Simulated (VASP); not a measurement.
SiGe2:

```xyz
6
Lattice="2.9907 0.0000 0.0000 -1.4954 2.5900 0.0000 0.0000 0.0000 13.9437" Properties=species:S:1:pos:R:3 pbc="T T T"
Si    1.4954    0.8633    2.2542
Si    1.4954    0.8633   11.6895
Ge    0.0000    1.7267    0.0000
Ge    0.0000    1.7267    4.4747
Ge    0.0000    1.7267    9.4690
Ge    1.4954    0.8633    6.9718
```

```yaml
Program: VASP 6.6.1
Task: relaxation of cell and atoms
Functional: PBE
Potentials_or_basis: VASP PAW PBE potentials, release 64 (Si, Ge_d)
Cutoff: 600 eV
k_mesh: 12 × 12 × 4
Occupations: gaussian, width 0.1 eV
Spin: no spin polarisation
```

At the start: pressure -0.3 GPa; volume 18.00 Å³/atom.

Question: Where does the relaxation end?

Answer: Over 10 steps the energy falls by 2.9 meV/atom and the volume is 17.90 Å³/atom (-0.6 %); space group P-6m2 (No. 187, to 0.1 Å) before and after.

The path:
| step | energy change (eV) | largest force (eV/Å) | pressure (GPa) | volume (Å³) |
| --- | --- | --- | --- | --- |
| 1 | 0.0000 | 0.0801 | -0.32 | 108.01 |
| 2 | -0.0152 | 0.0445 | -0.01 | 107.44 |
| 3 | -0.0171 | 0.0214 | 0.17 | 107.12 |
| 4 | -0.0171 | 0.0245 | 0.22 | 107.17 |
| 5 | -0.0171 | 0.0258 | 0.05 | 107.18 |
| 6 | -0.0173 | 0.0221 | 0.14 | 107.31 |
| 7 | -0.0174 | 0.0184 | 0.07 | 107.44 |
| 8 | -0.0173 | 0.0112 | -0.04 | 107.69 |
| 9 | -0.0174 | 0.0069 | -0.11 | 107.62 |
| 10 | -0.0174 | 0.0089 | -0.01 | 107.40 |

Final structure:
```cif
data_structure
_symmetry_space_group_name_H-M 'P 1'
_symmetry_Int_Tables_number 1
_cell_length_a 2.9628
_cell_length_b 2.9628
_cell_length_c 14.1272
_cell_angle_alpha 90.000
_cell_angle_beta 90.000
_cell_angle_gamma 120.000
_cell_volume 107.40
loop_
_atom_site_label
_atom_site_type_symbol
_atom_site_fract_x
_atom_site_fract_y
_atom_site_fract_z
_atom_site_occupancy
Si1 Si 0.66667 0.33333 0.16282 1
Si2 Si 0.66667 0.33333 0.83718 1
Ge1 Ge 0.33333 0.66667 0.00000 1
Ge2 Ge 0.33333 0.66667 0.32071 1
Ge3 Ge 0.33333 0.66667 0.67929 1
Ge4 Ge 0.66667 0.33333 0.50000 1
```
